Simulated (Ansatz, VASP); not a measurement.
Cu2Ge: VASP beside Ansatz

```
Cu Ge
1.0
     3.99272    0.00000    0.00000
    -1.99636    3.45779    0.00000
     0.00000    0.00000    7.48385
Cu Ge
4 2
Direct
  0.00000 0.00000 0.61591
  0.00000 0.00000 0.38409
  0.00000 0.00000 0.13649
  0.00000 0.00000 0.86351
  0.33333 0.66667 0.50000
  0.66667 0.33333 0.50000
```

Alike in both runs: task relaxation of cell and atoms; functional PBE; k mesh 6 × 6 × 2; occupations gaussian, width 0.1 eV; no spin polarisation.

```csv
,VASP,Ansatz
version,VASP 6.6.1,Ansatz 0.2.0
potentials or method,"VASP PAW PBE potentials, release 64 (Cu, Ge_d), cutoff 600 eV","scalar-relativistic, plane waves, PAW"
valence electrons in the cell,72,104
```

|  | VASP | Ansatz | Ansatz less VASP |
| --- | --- | --- | --- |
| gap on the k mesh at the Fermi level, each at its own relaxed structure (eV) | none | none | - |
| relaxed volume (Å³/atom) | 25.46 | 25.50 | +0.042 |
| relaxed cell length with the largest relative difference (Å) | 4.325 | 4.331 | +0.0058 |

A gap of «none» marks a metal or a gap that the smearing closes. VASP's potentials hold 72 valence electrons a cell and Ansatz's 104, so a difference there can come from the potentials and not from the codes.

The k mesh is coarse, so the values compare programs but aren't converged. Noted on VASP's run: the volume moved by over 15 % at a fixed basis, so the end points are rough.
